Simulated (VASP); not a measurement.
Wanted: the native input for a VASP 6.6.1 run.

- Task: single point
- Functional: PBEsol
- Potentials or basis: VASP PAW PBE potentials, release 64 (Pt)
- Cutoff: 520 eV
- k mesh: 22 × 22 × 22
- Occupations: gaussian, width 0.15 eV
- Spin: collinear spin
- Starting moments: [0.2] μB
- Fixed moment: 0.2 μB
- Dipole correction: no
- Further INCAR settings: ALGO = Fast; EDIFF = 1e-07; NBANDS = 15

The structure of Pt lies in POSCAR:

```
Pt
1.0
    0.0000000000      2.0700977806      2.0700977806
    2.0700977806      0.0000000000      2.0700977806
    2.0700977806      2.0700977806      0.0000000000
Pt
1
Direct
    0.0000000000      0.0000000000      0.0000000000
```

One way to write it, as run:

INCAR

```
SYSTEM = Pt
PREC = Accurate
ENCUT = 520
EDIFF = 1E-7
ISMEAR = 0
SIGMA = 0.15
LREAL = .FALSE.
LASPH = .TRUE.
NELM = 150
ALGO = Fast
ISIF = 2
LWAVE = .FALSE.
LCHARG = .TRUE.
ISPIN = 2
MAGMOM = 0.2
LORBIT = 11
NUPDOWN = 0.2
LMAXMIX = 4
GGA = PS
LELF = .TRUE.
LVHAR = .TRUE.
NBANDS = 15
```

KPOINTS

```
regular mesh
0
G
  22 22 22
  0 0 0
```

Potentials or basis: VASP PAW PBE potentials, release 64 (Pt).

Command:

```console
$ cat potpaw_PBE.64/Pt/POTCAR > POTCAR
$ mpirun -np 1 vasp_std > vasp.out
```

It gave:

```yaml
Pressure: -30.3 GPa
Net_moment: 0.20 μB per cell
Site_moments: Pt +0.20 μB
Valence_electrons_inside_the_program's_atomic_spheres: Pt 8.93
```

Caveat: the cell stands under tension; the PAW data sets were made with another functional, which shifts forces and pressure a little; the total moment is fixed, so each spin has its own Fermi level and the state may be an excited one.

Wall time 62 s on 1 thread of Intel(R) Xeon(R) 6975P-C (Granite Rapids), with other jobs on the host, peak memory 0.25 GiB.
